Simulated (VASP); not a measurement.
Here is a VASP 6.6.1 calculation.

File POSCAR:

```
C
1.0
    0.0000000000      1.7789379927      1.7789379927
    1.7789379927      0.0000000000      1.7789379927
    1.7789379927      1.7789379927      0.0000000000
C
2
Direct
    0.0000000000      0.0000000000      0.0000000000
    0.2500000000      0.2500000000      0.2500000000
```

Contents of INCAR.step1:

```
SYSTEM = C
  ALGO = Normal
  EDIFF = 1E-4
  ENCUT = 520
  GGA = PE
  ISMEAR = 0
  LASPH = .True.
  LCHARG = .False.
  LREAL = .False.
  LWAVE = .True.
  NBANDS = 11
  NELM = 60
  PREC = Accurate
  SIGMA = 0.01
```

File INCAR.step2:

```
SYSTEM = C
  ALGO = Normal
  BPARAM = 11.95
  CPARAM = 0.0093
  EDIFF = 1E-7
  ENCUT = 520
  ISIF = 2
  ISMEAR = 0
  ISTART = 1
  IVDW_NL = 2
  LASPH = .True.
  LCHARG = .True.
  LELF = .True.
  LMIXTAU = .True.
  LREAL = .False.
  LUSE_VDW = .True.
  LVHAR = .True.
  LWAVE = .False.
  METAGGA = R2SCAN
  NBANDS = 11
  NELM = 60
  PREC = Accurate
  SIGMA = 0.01
```

Contents of KPOINTS:

```
k-points
0
Gamma
  8 8 8
  0 0 0
```

Potentials or basis: VASP PAW PBE potentials, release 64 (C).

The run is started by

```console
$ cat potpaw_PBE.64/C/POTCAR > POTCAR
$ cp INCAR.step1 INCAR
$ mpirun -np 1 vasp_std > vasp.out
$ cp INCAR.step2 INCAR
$ mpirun -np 1 vasp_std > vasp.out
```

Estimate the band gap on the k mesh.

4.31 eV, indirect (least direct gap 5.85 eV).

What does it give for the pressure?

1.2 GPa.

Caveat: the PAW data sets were made with another functional, which shifts forces and pressure a little. A k mesh can miss the band edges.
